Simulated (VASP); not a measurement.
## Cd: single point with RPBE

Crystal: Cd.

```
Cd
1.0
     3.09956    0.00000    0.00000
    -1.54978    2.68430    0.00000
     0.00000    0.00000    6.13567
Cd
2
Direct
  0.33333 0.66667 0.25000
  0.66667 0.33333 0.75000
```

This cell differs from its parent crystal: volume scaled by 1.04.

| Quantity | Value |
| --- | --- |
| Program | VASP 6.6.1 |
| Task | single point |
| Functional | RPBE |
| Potentials or basis | VASP PAW PBE potentials, release 64 (Cd) |
| Cutoff | 520 eV |
| k mesh | 19 × 19 × 9 |
| Occupations | fermi-dirac, width 0.1 eV |
| Spin | no spin polarisation |
| Dipole correction | no |
| Further INCAR settings | ALGO = Normal; EDIFF = 1e-06; NBANDS = 19 |

```yaml
Pressure: -0.9 GPa
Band_gap_on_the_k_mesh: zero (band 12 reaches 3.08 eV, above the bottom of band 13 at -0.41 eV)
```

Stress tensor (GPa, compression positive):
```
-0.86  0.00  0.00
 0.00 -0.86  0.00
 0.00  0.00 -0.94
```

Levels at points of the mesh, in eV from the Fermi level:
```tsv
k point	band 10	band 11	band 12	band 13	band 14	band 15
(0.00, 0.00, 0.00)	-8.40	-7.73	-3.50	-2.42	8.51	12.25
```

Wall time 76 s on 1 thread of Intel(R) Xeon(R) Platinum 8259CL CPU @ 2.50GHz (Skylake/Cascade Lake), with other jobs on the host, peak memory 0.28 GiB.

Caveat: the PAW data sets were made with another functional, which shifts forces and pressure a little.
